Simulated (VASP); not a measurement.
# La4H (Im-3m) in VASP: further runs

The runs below take La4H through single point, relaxation of cell and atoms, with PBE.

All numbers are computed with VASP 6.6.1; they aren't measurements. Logs are shortened: lines on timing, memory, paths and dates and some standing lists are left out, and cuts for length are marked.

**1. The cell of the first run**

Symmetry: Im-3m, No. 229, cubic system. The conventional cell has a = 6.586 Å, b = 6.586 Å, c = 6.586 Å, α = 90.00°, β = 90.00°, γ = 90.00°. Within 3.8 Å of La (site symmetry -3m) lie 2 H at 2.85 Å and 6 La at 3.29 Å. Within 3.8 Å of H (site symmetry m-3m) lie 8 La at 2.85 Å.

**2. Single point, PBE**

File INCAR:

```
SYSTEM = La4H
PREC = Accurate
ENCUT = 520
EDIFF = 1E-6
ISMEAR = 0
SIGMA = 0.1
LREAL = .FALSE.
LASPH = .TRUE.
NELM = 100
ALGO = Normal
ISIF = 2
LWAVE = .FALSE.
LCHARG = .FALSE.
GGA = PE
NBANDS = 30
```

File KPOINTS:

```
regular mesh
0
G
  8 8 8
  0 0 0
```

File POSCAR:

```
La4H
1.0
   -3.2930090524      3.2930090524      3.2930090524
    3.2930090524     -3.2930090524      3.2930090524
    3.2930090524      3.2930090524     -3.2930090524
La H
4 1
Direct
    0.5000000000      0.5000000000      0.5000000000
    0.0000000000      0.0000000000      0.5000000000
    0.0000000000      0.5000000000      0.0000000000
    0.5000000000      0.0000000000      0.0000000000
    0.0000000000      0.0000000000      0.0000000000
```

Potentials or basis: VASP PAW PBE potentials, release 64 (La, H).

Run with:

```
$ cat potpaw_PBE.64/La/POTCAR potpaw_PBE.64/H/POTCAR > POTCAR
$ mpirun -np 1 vasp_std > vasp.out
```

OUTCAR:

```text
SYSTEM = La4H
   PREC = Accurate
   ENCUT = 520
   EDIFF = 1E-6
   ISMEAR = 0
   LREAL = .FALSE.
   LASPH = .TRUE.
   NELM = 100
   ISIF = 2
   GGA = PE

 ion  position               nearest neighbor table
   1  0.500  0.500  0.500-   2 3.29   3 3.29   4 3.29   4 3.29   3 3.29   2 3.29
   2  0.000  0.000  0.500-   1 3.29   3 3.29   4 3.29   3 3.29   4 3.29   1 3.29
   3  0.000  0.500  0.000-   1 3.29   2 3.29   4 3.29   2 3.29   1 3.29   4 3.29
   4  0.500  0.000  0.000-   1 3.29   2 3.29   3 3.29   1 3.29   2 3.29   3 3.29
   5  0.000  0.000  0.000-

  LATTYP: Found a body centered cubic cell.
 ALAT       =     6.5860181048

  Lattice vectors:

 A1 = (  -3.2930090524,   3.2930090524,   3.2930090524)
 A2 = (   3.2930090524,  -3.2930090524,   3.2930090524)
 A3 = (   3.2930090524,   3.2930090524,  -3.2930090524)

Analysis of symmetry for initial positions (statically):
=====================================================================
 Subroutine PRICEL returns:
 Original cell was already a primitive cell.

 Routine SETGRP: Setting up the symmetry group for a
 body centered cubic supercell.

 Subroutine GETGRP returns: Found 48 space group operations
 (whereof 48 operations were pure point group operations)
 out of a pool of 48 trial point group operations.

The static configuration has the point symmetry O_h .

Analysis of symmetry for dynamics (positions and initial velocities):
=====================================================================
 Subroutine PRICEL returns:
 Original cell was already a primitive cell.

 Routine SETGRP: Setting up the symmetry group for a
 body centered cubic supercell.

 Subroutine GETGRP returns: Found 48 space group operations
 (whereof 48 operations were pure point group operations)
 out of a pool of 48 trial point group operations.

The dynamic configuration has the point symmetry O_h .

 Subroutine INISYM returns: Found 48 space group operations
 (whereof 48 operations are pure point group operations),
 and found     1 'primitive' translations

----------------------------------------------------------------------------------------

                                     Primitive cell

  volume of cell :     142.8364

  direct lattice vectors                    reciprocal lattice vectors
    -3.293009052  3.293009052  3.293009052     0.000000000  0.151836813  0.151836813
     3.293009052 -3.293009052  3.293009052     0.151836813  0.000000000  0.151836813
     3.293009052  3.293009052 -3.293009052     0.151836813  0.151836813  0.000000000

  length of vectors
     5.703658989  5.703658989  5.703658989     0.214729680  0.214729680  0.214729680

  position of ions in fractional coordinates (direct lattice)
     0.500000000  0.500000000  0.500000000
     0.000000000  0.000000000  0.500000000
     0.000000000  0.500000000  0.000000000
     0.500000000  0.000000000  0.000000000
     0.000000000  0.000000000  0.000000000

  ion indices of the primitive-cell ions
   primitive index   ion index
                 1           1
                 2           2
                 3           3
                 4           4
                 5           5

----------------------------------------------------------------------------------------

 KPOINTS: regular mesh

Automatic generation of k-mesh.
 Grid dimensions read from file:
 generate k-points for:    8    8    8

 Generating k-lattice:

  Cartesian coordinates                     Fractional coordinates (reciprocal lattice)
     0.000000000  0.018979602  0.018979602     0.125000000  0.000000000  0.000000000
     0.018979602  0.000000000  0.018979602     0.000000000  0.125000000  0.000000000
     0.018979602  0.018979602  0.000000000     0.000000000  0.000000000  0.125000000

  Length of vectors
     0.026841210  0.026841210  0.026841210

  Shift w.r.t. Gamma in fractional coordinates (k-lattice)
     0.000000000  0.000000000  0.000000000

 Subroutine IBZKPT returns following result:
 ===========================================

 Found     29 irreducible k-points:

 Following reciprocal coordinates:
            Coordinates               Weight
  0.000000  0.000000  0.000000      1.000000
  0.125000  0.000000  0.000000     12.000000
  0.250000  0.000000  0.000000     12.000000
  0.375000  0.000000  0.000000     12.000000
  0.500000  0.000000  0.000000      6.000000
  0.125000  0.125000  0.000000     24.000000
[... 16 lines left out ...]
 -0.250000  0.250000  0.250000      6.000000
 -0.375000  0.375000  0.250000     24.000000
 [... further k-points ...]
   k-points           NKPTS =     29   k-points in BZ     NKDIM =     29   number of bands    NBANDS=     30
   number of dos      NEDOS =    301   number of ions     NIONS =      5
   total plane-waves  NPLWV =  74088
   dimension x,y,z NGX =    42 NGY =   42 NGZ =   42
   dimension x,y,z NGXF=    84 NGYF=   84 NGZF=   84
   ions per type =               4   1
   NGX,Y,Z   is equivalent  to a cutoff of  12.24, 12.24, 12.24 a.u.
   NGXF,Y,Z  is equivalent  to a cutoff of  24.48, 24.48, 24.48 a.u.
 SYSTEM =  La4H
   PREC   = accura    normal or accurate (medium, high low for compatibility)
   ISTART =      0    job   : 0-new  1-cont  2-samecut
   ICHARG =      2    charge: 1-file 2-atom 10-const
   ISPIN  =      1    spin polarized calculation?
   LNONCOLLINEAR =      F non collinear calculations
   LSORBIT =      F    spin-orbit coupling
   LASPH  =      T    aspherical Exc in radial PAW
   ENCUT  =  520.0 eV  38.22 Ry    6.18 a.u.  10.61 10.61 10.61*2*pi/ulx,y,z
   NELM   =    100;   NELMIN=  2; NELMDL= -5     # of ELM steps
   EDIFF  = 0.1E-05   stopping-criterion for ELM
   LREAL  =      F    real-space projection
   EDIFFG = 0.1E-04   stopping-criterion for IOM
   NSW    =      0    number of steps for IOM
   IBRION =     -1    ionic relax: 0-MD 1-quasi-New 2-CG
   NFREE  =      0    steps in history (QN), initial steepest desc. (CG)
   ISIF   =      2    stress and relaxation
   ISYM   =      2    0-nonsym 1-usesym 2-fastsym
   POTIM  = 0.5000    time-step for ionic-motion
   TEBEG  =    0.0;   TEEND  =   0.0 temperature during run
   PSTRESS=    0.0 pullay stress
   NELECT =      45.0000    total number of electrons
   NUPDOWN=      -1.0000    fix difference up-down
   EMIN   =  10.00;   EMAX   =-10.00  energy-range for DOS
   EFERMI =   0.00;   METHOD = LEGACY
   ISMEAR =     0;   SIGMA  =   0.10  broadening in eV -4-tet -1-fermi 0-gaus
   EFERMI_NEDOS =   21; number of points for ismear=-14 and -15
   IALGO  =     38    algorithm
   IMIX   =      4    mixing-type and parameters
     AMIX     =   0.40;   BMIX     =  1.00
     AMIX_MAG =   1.60;   BMIX_MAG =  1.00
  volume/ion in A,a.u.               =      28.57       192.78
  Fermi-wavevector in a.u.,A,eV,Ry     =   1.113951  2.105062 16.883290  1.240887
  Thomas-Fermi vector in A             =   2.250541
   LORBIT       =      0    0 simple, 1 ext, 2 COOP (PROOUT), +10 PAW based schemes
   GGA     = PE    functional components
   LHFCALC =     F    Hartree Fock is set to
   AEXX    =    0.0000 exact exchange contribution
   IVDW    =     0    specifies the selected vdW correction
   LEPSILON=     F    determine dielectric tensor
   LRPA    =     F    only Hartree local field effects (RPA)
 non-spin polarized calculation
 Gauss-broadening in eV      SIGMA  =   0.10
  energy-cutoff  :      520.00
  volume of cell :      142.84
 maximum number of plane-waves:      3884
   NGX = 21   NGY = 21   NGZ = 21

 number of electron      45.0000009 magnetization

 Free energy of the ion-electron system (eV)
  ---------------------------------------------------
  ext. energy  EPLUGINS =         0.00000000
  ---------------------------------------------------
  free energy    TOTEN  =       -21.37171125 eV

  energy without entropy =      -21.32986891  energy(sigma->0) =      -21.35079008

 E-fermi :   8.2669     XC(G=0):  -9.7777

 val. band max:        8.2618389709   @ k =   0.2500   0.1250   0.0000
 cond. band min:       8.2719426021   @ k =   0.3750   0.1250   0.1250
 fundamental gap:      0.0101036312
 Fermi energy:         8.2669229863

 k-point     1 :       0.0000    0.0000    0.0000
  band No.  band energies     occupation
      1     -24.8311      2.00000
      2     -24.3128      2.00000
      3     -24.3128      2.00000
      4     -24.3128      2.00000
      5      -9.2214      2.00000
      6      -9.2214      2.00000
[... 22 lines left out ...]
     29       9.7400      0.00000
     30       9.7400      0.00000

 k-point     2 :       0.1250    0.0000    0.0000
  band No.  band energies     occupation
      1     -24.8119      2.00000
      2     -24.3331      2.00000
      3     -24.3139      2.00000
      4     -24.3139      2.00000
      5      -9.2126      2.00000
      6      -9.2097      2.00000
[... 22 lines left out ...]
     29       9.7339      0.00000
     30       9.7484      0.00000

 k-point     3 :       0.2500    0.0000    0.0000
  band No.  band energies     occupation
      1     -24.7570      2.00000
      2     -24.3905      2.00000
      3     -24.3166      2.00000
      4     -24.3165      2.00000
      5      -9.2163      2.00000
      6      -9.2108      2.00000
[... 22 lines left out ...]
     29       9.7274      0.00000
     30       9.8029      0.00000

 k-point     4 :       0.3750    0.0000    0.0000
  band No.  band energies     occupation
      1     -24.6743      2.00000
      2     -24.4759      2.00000
      3     -24.3192      2.00000
      4     -24.3190      2.00000
      5      -9.2240      2.00000
      6      -9.2158      2.00000
[... 22 lines left out ...]
     29       9.7979      0.00000
     30       9.8471      0.00000

 k-point     5 :       0.5000    0.0000    0.0000
  band No.  band energies     occupation
      1     -24.5759      2.00000
      2     -24.5753      2.00000
      3     -24.3203      2.00000
      4     -24.3201      2.00000
      5      -9.2275      2.00000
      6      -9.2181      2.00000
[... 22 lines left out ...]
     29       9.8005      0.00000
     30       9.8203      0.00000
[... 526 lines left out ...]
     29       9.4144      0.00000
     30       9.4407      0.00000

 k-point    22 :       0.2500    0.2500    0.2500
  band No.  band energies     occupation
      1     -24.4514      2.00000
      2     -24.4506      2.00000
      3     -24.4506      2.00000
      4     -24.4506      2.00000
      5      -8.4447      2.00000
      6      -8.3686      2.00000
[... 22 lines left out ...]
     29       9.7103      0.00000
     30       9.7131      0.00000

 k-point    23 :      -0.2500    0.2500    0.2500
  band No.  band energies     occupation
      1     -24.7023      2.00000
      2     -24.4429      2.00000
      3     -24.4429      2.00000
      4     -24.1919      2.00000
      5      -9.4100      2.00000
      6      -9.3490      2.00000
[... 22 lines left out ...]
     29       9.8755      0.00000
     30       9.8808      0.00000

 k-point    24 :      -0.3750    0.3750    0.2500
  band No.  band energies     occupation
      1     -24.6420      2.00000
      2     -24.5016      2.00000
      3     -24.4820      2.00000
      4     -24.1542      2.00000
      5      -9.4505      2.00000
      6      -9.3633      2.00000
[... 22 lines left out ...]
     29       9.5046      0.00000
     30       9.6547      0.00000

 [... further k-points ...]

------------------------ aborting loop because EDIFF is reached ----------------------------------------

  FORCE on cell =-STRESS in cart. coord.  units (eV):
  Direction    XX          YY          ZZ          XY          YZ          ZX
  --------------------------------------------------------------------------------------
  -------------------------------------------------------------------------------------
  Total       -0.0107340     -0.0107340     -0.0107340     -0.0000000     -0.0000000      0.0000000
  in kB       -0.1204020     -0.1204020     -0.1204020     -0.0000000     -0.0000000      0.0000000
  external PRESSURE =      -0.1204020 kB  Pullay stress =       0.0000000 kB

 VOLUME and BASIS-vectors are now :
 -----------------------------------------------------------------------------
  energy-cutoff  :      520.00
  volume of cell :      142.84
      direct lattice vectors                 reciprocal lattice vectors
    -3.293009052  3.293009052  3.293009052     0.000000000  0.151836813  0.151836813
     3.293009052 -3.293009052  3.293009052     0.151836813  0.000000000  0.151836813
     3.293009052  3.293009052 -3.293009052     0.151836813  0.151836813  0.000000000

 POSITION                                       TOTAL-FORCE (eV/Angst)
 -----------------------------------------------------------------------------------
      1.64650      1.64650      1.64650         0.000000      0.000000      0.000000
      1.64650      1.64650     -1.64650        -0.000000     -0.000000      0.000000
      1.64650     -1.64650      1.64650        -0.000000     -0.000000      0.000000
     -1.64650      1.64650      1.64650         0.000000      0.000000     -0.000000
      0.00000      0.00000      0.00000        -0.000000      0.000000     -0.000000
 -----------------------------------------------------------------------------------
    total drift:                               -0.000000     -0.000000      0.000000

  FREE ENERGIE OF THE ION-ELECTRON SYSTEM (eV)
  ---------------------------------------------------
  free  energy   TOTEN  =       -21.3717112498 eV

  energy  without entropy=      -21.3298689129  energy(sigma->0) =      -21.35079008
```

Run time: 96 s. Hardware: 1 thread of AMD EPYC 9R45 (Zen 5), shared host; peak memory 0.3 GiB.

Results:

```yaml
Free_energy: -21.3717 eV
Pressure: 0.0 GPa
```

Levels at points of the mesh, in eV from the Fermi level:
| k point | band 20 | band 21 | band 22 | band 23 | band 24 | band 25 |
| --- | --- | --- | --- | --- | --- | --- |
| (0.00, 0.00, 0.00) | -2.56 | -1.21 | -1.21 | 0.57 | 0.57 | 0.57 |
| (0.50, 0.00, 0.00) | -1.05 | -0.28 | -0.26 | -0.05 | -0.05 | 0.76 |
| (0.50, 0.50, 0.50) | -1.33 | -0.70 | -0.70 | -0.70 | -0.34 | -0.34 |

Caveat: spin-orbit coupling is left out, which moves the levels of the heavy elements.

(Part 1 of 2 ends here.)
